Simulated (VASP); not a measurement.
Set up this calculation in VASP 6.6.1, as the native input.

```
Task                   : single point
Functional             : PBEsol
Potentials or basis    : VASP PAW PBE potentials, release 64 (Mg, O)
Cutoff                 : 520 eV
k mesh                 : 10 × 10 × 10
Occupations            : gaussian, width 0.05 eV
Spin                   : no spin polarisation
Dipole correction      : no
Further INCAR settings : ALGO = Normal; EDIFF = 1e-06; NBANDS = 11
```

The structure of MgO lies in POSCAR:

```
MgO
1.0
    0.0000000000      2.0544280775      2.2124610065
    2.0544280775      0.0000000000      2.2124610065
    2.0544280775      2.0544280775      0.0000000000
Mg O
1 1
Direct
    0.0000000000      0.0000000000      0.0000000000
    0.5000000000      0.5000000000      0.5000000000
```

This cell differs from its parent crystal: strain -0.025 along x and y, +0.050 along z.

These files were run (other wordings do the same):

INCAR

```
  PREC = Accurate
  ENCUT = 520
  EDIFF = 1E-6
  ISMEAR = 0
  SIGMA = 0.05
  LREAL = F
  LASPH = T
  NELM = 60
  ALGO = Normal
  ISIF = 2
  LWAVE = F
  LCHARG = T
  GGA = PS
  LELF = T
  LVHAR = T
  NBANDS = 11
```

KPOINTS

```
Automatic mesh
0
Gamma
  10 10 10
```

Potentials or basis: VASP PAW PBE potentials, release 64 (Mg, O).

Launch:

```console
$ cat potpaw_PBE.64/Mg/POTCAR potpaw_PBE.64/O/POTCAR > POTCAR
$ mpirun -np 1 vasp_std > vasp.out
```

It gave:

```yaml
Pressure: 1.5 GPa
Band_gap_on_the_k_mesh: 4.52 eV, direct
```

Caveat: the cell differs from its parent crystal (strain -0.025 along x and y, +0.050 along z); the PAW data sets were made with another functional, which shifts forces and pressure a little.

Wall time 20 s on 1 thread of Intel Xeon 6975P-C, on a shared host, peak memory 0.15 GiB.
